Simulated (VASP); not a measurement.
# Mg3Zr (Pm-3m) in VASP: notebook, part 2 of 2

VASP 6.6.1. The steps go on from the part before.

## Step 4: Single point, LDA

This run uses another cell than the first one, of 23.01 Å³/atom.

File INCAR:

```
SYSTEM = Mg3Zr
ALGO = Normal
EDIFF = 1E-6
ENCUT = 520
GGA = CA
ISIF = 2
ISMEAR = 0
LASPH = .True.
LCHARG = .False.
LREAL = .False.
LWAVE = .False.
NBANDS = 17
NELM = 80
PREC = Accurate
SIGMA = 0.1
```

File KPOINTS:

```
k-points
0
Gamma
  5 5 5
  0 0 0
```

File POSCAR:

```
Mg3Zr
1.0
    4.5150409782      0.0000000000      0.0000000000
    0.0000000000      4.5150409782      0.0000000000
    0.0000000000      0.0000000000      4.5150409782
Mg Zr
3 1
Direct
    0.5000000000      0.5000000000      0.0000000000
    0.5000000000      0.0000000000      0.5000000000
    0.0000000000      0.5000000000      0.5000000000
    0.0000000000      0.0000000000      0.0000000000
```

Potentials or basis: VASP PAW LDA potentials, release 64 (Mg, Zr_sv).

On the command line:

```
$ cat potpaw_LDA.64/Mg/POTCAR potpaw_LDA.64/Zr_sv/POTCAR > POTCAR
$ mpirun -np 1 vasp_std > vasp.out
```

OUTCAR:

```text
SYSTEM = Mg3Zr
   EDIFF = 1E-6
   ENCUT = 520
   GGA = CA
   ISIF = 2
   ISMEAR = 0
   LASPH = .True.
   LREAL = .False.
   NELM = 80
   PREC = Accurate

 ion  position               nearest neighbor table
   1  0.500  0.500  0.000-   2 3.19   3 3.19   4 3.19   2 3.19   3 3.19   2 3.19   4 3.19   2 3.19
                             3 3.19   4 3.19   3 3.19   4 3.19
   2  0.500  0.000  0.500-   1 3.19   3 3.19   4 3.19   1 3.19   4 3.19   1 3.19   3 3.19   1 3.19
                             3 3.19   4 3.19   4 3.19   3 3.19
   3  0.000  0.500  0.500-   1 3.19   2 3.19   4 3.19   1 3.19   4 3.19   2 3.19   4 3.19   4 3.19
                             1 3.19   2 3.19   1 3.19   2 3.19
   4  0.000  0.000  0.000-   1 3.19   2 3.19   3 3.19   2 3.19   3 3.19   1 3.19   3 3.19   3 3.19
                             1 3.19   2 3.19   2 3.19   1 3.19

  LATTYP: Found a simple cubic cell.
 ALAT       =     4.5150409782

  Lattice vectors:

 A1 = (   4.5150409782,   0.0000000000,   0.0000000000)
 A2 = (   0.0000000000,   4.5150409782,   0.0000000000)
 A3 = (   0.0000000000,   0.0000000000,   4.5150409782)

Analysis of symmetry for initial positions (statically):
=====================================================================
 Subroutine PRICEL returns:
 Original cell was already a primitive cell.

 Routine SETGRP: Setting up the symmetry group for a
 simple cubic supercell.

 Subroutine GETGRP returns: Found 48 space group operations
 (whereof 48 operations were pure point group operations)
 out of a pool of 48 trial point group operations.

The static configuration has the point symmetry O_h .

Analysis of symmetry for dynamics (positions and initial velocities):
=====================================================================
 Subroutine PRICEL returns:
 Original cell was already a primitive cell.

 Routine SETGRP: Setting up the symmetry group for a
 simple cubic supercell.

 Subroutine GETGRP returns: Found 48 space group operations
 (whereof 48 operations were pure point group operations)
 out of a pool of 48 trial point group operations.

The dynamic configuration has the point symmetry O_h .

 Subroutine INISYM returns: Found 48 space group operations
 (whereof 48 operations are pure point group operations),
 and found     1 'primitive' translations

----------------------------------------------------------------------------------------

                                     Primitive cell

  volume of cell :      92.0418

  direct lattice vectors                    reciprocal lattice vectors
     4.515040978  0.000000000  0.000000000     0.221481932  0.000000000  0.000000000
     0.000000000  4.515040978  0.000000000     0.000000000  0.221481932  0.000000000
     0.000000000  0.000000000  4.515040978     0.000000000  0.000000000  0.221481932

  length of vectors
     4.515040978  4.515040978  4.515040978     0.221481932  0.221481932  0.221481932

  position of ions in fractional coordinates (direct lattice)
     0.500000000  0.500000000  0.000000000
     0.500000000  0.000000000  0.500000000
     0.000000000  0.500000000  0.500000000
     0.000000000  0.000000000  0.000000000

  ion indices of the primitive-cell ions
   primitive index   ion index
                 1           1
                 2           2
                 3           3
                 4           4

----------------------------------------------------------------------------------------
[... 24 lines left out ...]

 Following reciprocal coordinates:
            Coordinates               Weight
  0.000000  0.000000  0.000000      1.000000
  0.200000  0.000000  0.000000      6.000000
  0.400000  0.000000  0.000000      6.000000
  0.200000  0.200000  0.000000     12.000000
  0.400000  0.200000  0.000000     24.000000
  0.400000  0.400000  0.000000     12.000000
  0.200000  0.200000  0.200000      8.000000
  0.400000  0.200000  0.200000     24.000000
  0.400000  0.400000  0.200000     24.000000
  0.400000  0.400000  0.400000      8.000000
   k-points           NKPTS =     10   k-points in BZ     NKDIM =     10   number of bands    NBANDS=     17
   number of dos      NEDOS =    301   number of ions     NIONS =      4
   total plane-waves  NPLWV =  46656
   dimension x,y,z NGX =    36 NGY =   36 NGZ =   36
   dimension x,y,z NGXF=    72 NGYF=   72 NGZF=   72
   ions per type =               3   1
   NGX,Y,Z   is equivalent  to a cutoff of  13.26, 13.26, 13.26 a.u.
   NGXF,Y,Z  is equivalent  to a cutoff of  26.51, 26.51, 26.51 a.u.
 SYSTEM =  Mg3Zr
   PREC   = accura    normal or accurate (medium, high low for compatibility)
   ISTART =      0    job   : 0-new  1-cont  2-samecut
   ICHARG =      2    charge: 1-file 2-atom 10-const
   ISPIN  =      1    spin polarized calculation?
   LNONCOLLINEAR =      F non collinear calculations
   LSORBIT =      F    spin-orbit coupling
   LASPH  =      T    aspherical Exc in radial PAW
   ENCUT  =  520.0 eV  38.22 Ry    6.18 a.u.   8.39  8.39  8.39*2*pi/ulx,y,z
   NELM   =     80;   NELMIN=  2; NELMDL= -5     # of ELM steps
   EDIFF  = 0.1E-05   stopping-criterion for ELM
   LREAL  =      F    real-space projection
[... 7 lines left out ...]
   TEBEG  =    0.0;   TEEND  =   0.0 temperature during run
   PSTRESS=    0.0 pullay stress
   NELECT =      18.0000    total number of electrons
   NUPDOWN=      -1.0000    fix difference up-down
   EMIN   =  10.00;   EMAX   =-10.00  energy-range for DOS
   EFERMI =   0.00;   METHOD = LEGACY
   ISMEAR =     0;   SIGMA  =   0.10  broadening in eV -4-tet -1-fermi 0-gaus
   EFERMI_NEDOS =   21; number of points for ismear=-14 and -15
   IALGO  =     38    algorithm
   IMIX   =      4    mixing-type and parameters
     AMIX     =   0.40;   BMIX     =  1.00
     AMIX_MAG =   1.60;   BMIX_MAG =  1.00
  volume/ion in A,a.u.               =      23.01       155.28
  Fermi-wavevector in a.u.,A,eV,Ry     =   0.950249  1.795710 12.285689  0.902973
  Thomas-Fermi vector in A             =   2.078608
   LORBIT       =      0    0 simple, 1 ext, 2 COOP (PROOUT), +10 PAW based schemes
   GGA     = CA    functional components
   LHFCALC =     F    Hartree Fock is set to
   AEXX    =    0.0000 exact exchange contribution
   IVDW    =     0    specifies the selected vdW correction
   LEPSILON=     F    determine dielectric tensor
   LRPA    =     F    only Hartree local field effects (RPA)
 non-spin polarized calculation
 Gauss-broadening in eV      SIGMA  =   0.10
  energy-cutoff  :      520.00
  volume of cell :       92.04
 maximum number of plane-waves:      2517
 NGX is ok and might be reduce to    36
   NGX = 17   NGY = 17   NGZ = 17

 number of electron      18.0000000 magnetization

 Free energy of the ion-electron system (eV)
  ---------------------------------------------------
  ext. energy  EPLUGINS =         0.00000000
  ---------------------------------------------------
  free energy    TOTEN  =       -14.52249444 eV

  energy without entropy =      -14.49820086  energy(sigma->0) =      -14.51034765

 E-fermi :   3.6568     XC(G=0):  -9.3831

 val. band max:        3.5783467163   @ k =   0.4000   0.4000   0.2000
 cond. band min:       3.7117764377   @ k =   0.4000   0.2000   0.2000
 fundamental gap:      0.1334297214
 Fermi energy:         3.6568330047

 k-point     1 :       0.0000    0.0000    0.0000
  band No.  band energies     occupation
      1     -45.1379      2.00000
      2     -23.2884      2.00000
      3     -23.2884      2.00000
      4     -23.2884      2.00000
      5      -2.5913      2.00000
      6       2.5153      2.00000
[... 177 lines left out ...]
      4     -23.2992      2.00000
      5       0.6582      2.00000
      6       1.6093      2.00000
[... 9 lines left out ...]
     16       7.9781      0.00000
     17       8.2564      0.00000

------------------------ aborting loop because EDIFF is reached ----------------------------------------

  FORCE on cell =-STRESS in cart. coord.  units (eV):
  Direction    XX          YY          ZZ          XY          YZ          ZX
  --------------------------------------------------------------------------------------
  -------------------------------------------------------------------------------------
  Total       -3.0640530     -3.0640530     -3.0640530      0.0000000     -0.0000000     -0.0000000
  in kB      -53.3361629    -53.3361629    -53.3361629      0.0000000     -0.0000000     -0.0000000
  external PRESSURE =     -53.3361629 kB  Pullay stress =       0.0000000 kB

 VOLUME and BASIS-vectors are now :
 -----------------------------------------------------------------------------
  energy-cutoff  :      520.00
  volume of cell :       92.04
      direct lattice vectors                 reciprocal lattice vectors
     4.515040978  0.000000000  0.000000000     0.221481932  0.000000000  0.000000000
     0.000000000  4.515040978  0.000000000     0.000000000  0.221481932  0.000000000
     0.000000000  0.000000000  4.515040978     0.000000000  0.000000000  0.221481932

 POSITION                                       TOTAL-FORCE (eV/Angst)
 -----------------------------------------------------------------------------------
      2.25752      2.25752      0.00000         0.000000      0.000000      0.000000
      2.25752      0.00000      2.25752         0.000000      0.000000      0.000000
      0.00000      2.25752      2.25752         0.000000      0.000000      0.000000
      0.00000      0.00000      0.00000         0.000000      0.000000      0.000000
 -----------------------------------------------------------------------------------
    total drift:                                0.000000     -0.000000     -0.000000

  FREE ENERGIE OF THE ION-ELECTRON SYSTEM (eV)
  ---------------------------------------------------
  free  energy   TOTEN  =       -14.5224944393 eV

  energy  without entropy=      -14.4982008612  energy(sigma->0) =      -14.51034765
```

Run time: 28 s. Hardware: 1 thread of Intel Xeon 8259CL, shared host; peak memory 0.17 GiB.

What came out:

- Free energy: -14.5225 eV
- Pressure: -5.3 GPa
- Band gap on the k mesh: zero (bands 9 and 10 overlap by 1.24 eV)

Caveat: the cell stands under tension.

## Step 5: Single point, LDA

This run uses another cell than the first one, of 23.56 Å³/atom.

File INCAR:

```
PREC = Accurate
ENCUT = 520
EDIFF = 1E-7
ISMEAR = 0
SIGMA = 0.1
LREAL = False
LASPH = True
NELM = 80
ALGO = Normal
ISIF = 2
LWAVE = False
LCHARG = True
LELF = True
LVHAR = True
NBANDS = 17
```

File KPOINTS:

```
regular mesh
0
Gamma
  5 5 5
```

File POSCAR:

```
Mg3Zr
1.0
    4.5505939458      0.0000000000      0.0000000000
    0.0000000000      4.5505939458      0.0000000000
    0.0000000000      0.0000000000      4.5505939458
Mg Zr
3 1
Direct
    0.5000000000      0.5000000000      0.0000000000
    0.5000000000      0.0000000000      0.5000000000
    0.0000000000      0.5000000000      0.5000000000
    0.0000000000      0.0000000000      0.0000000000
```

On the command line:

```
$ cat potpaw_LDA.64/Mg/POTCAR potpaw_LDA.64/Zr_sv/POTCAR > POTCAR
$ mpirun -np 1 vasp_std > vasp.out
```

Run time: 27 s. Hardware: 1 thread of Intel Xeon 8259CL, shared host; peak memory 0.18 GiB.

Results (log left out):

- Free energy: -14.4436 eV
- Pressure: -6.2 GPa
- Band gap on the k mesh: zero (bands 9 and 10 overlap by 1.21 eV)

Levels at points of the mesh, in eV from the Fermi level:
| k point | band 5 | band 6 | band 7 | band 8 | band 9 | band 10 | band 11 | band 12 |
| --- | --- | --- | --- | --- | --- | --- | --- | --- |
| (0.00, 0.00, 0.00) | -6.17 | -1.11 | -1.11 | 0.73 | 0.73 | 0.73 | 0.98 | 0.98 |

Caveat: the cell stands under tension.

## Step 6: Single point, LDA

This run uses another cell than the first one, of 24.11 Å³/atom.

File INCAR:

```
PREC = Accurate
ENCUT = 520
EDIFF = 1E-7
ISMEAR = 0
SIGMA = 0.1
LREAL = F
LASPH = T
NELM = 60
ALGO = Normal
ISIF = 2
LWAVE = F
LCHARG = F
GGA = CA
NBANDS = 17
```

KPOINTS is that of step 5.

File POSCAR:

```
Mg3Zr
1.0
    4.5855998903      0.0000000000      0.0000000000
    0.0000000000      4.5855998903      0.0000000000
    0.0000000000      0.0000000000      4.5855998903
Mg Zr
3 1
Direct
    0.5000000000      0.5000000000      0.0000000000
    0.5000000000      0.0000000000      0.5000000000
    0.0000000000      0.5000000000      0.5000000000
    0.0000000000      0.0000000000      0.0000000000
```

Potentials or basis: VASP PAW LDA potentials, release 64 (Mg, Zr_sv).

On the command line:

```
$ cat potpaw_LDA.64/Mg/POTCAR potpaw_LDA.64/Zr_sv/POTCAR > POTCAR
$ mpirun -np 1 vasp_std > vasp.out
```

Wall time 29 s (1 thread of Intel Xeon 8259CL, shared host); peak memory 0.18 GiB.

Results (log left out):

```yaml
Free_energy: -14.3531 eV
Pressure: -7.0 GPa
Band_gap_on_the_k_mesh: zero (bands 9 and 10 overlap by 1.19 eV)
```

Levels at points of the mesh, in eV from the Fermi level:
```tsv
k point	band 4	band 5	band 6	band 7	band 8	band 9	band 10	band 11	band 12	band 13
(0.00, 0.00, 0.00)	-27.05	-6.09	-1.09	-1.09	0.71	0.71	0.71	0.96	0.96	0.96
```

Caveat: the cell stands under tension.

## Step 7: The runs side by side

```tsv
cell	gap on the mesh (eV)	pressure (GPa)
a = 4.405 Å, 4 atoms	none	-1.8
a = 4.479 Å, 4 atoms	none	-4.3
a = 4.515 Å, 4 atoms	none	-5.3
a = 4.551 Å, 4 atoms	none	-6.2
a = 4.586 Å, 4 atoms	none	-7.0
```

Alike in all rows: task single point; level LDA; potentials or basis VASP PAW LDA potentials, release 64 (Mg, Zr_sv); no spin polarisation; k mesh 5 × 5 × 5; cutoff (eV) 520; smearing gaussian 0.1 eV.

Caveats: the cell stands under tension (at least some runs).

Total energies depend on the potentials used, so only differences within one code and one set of settings carry meaning.
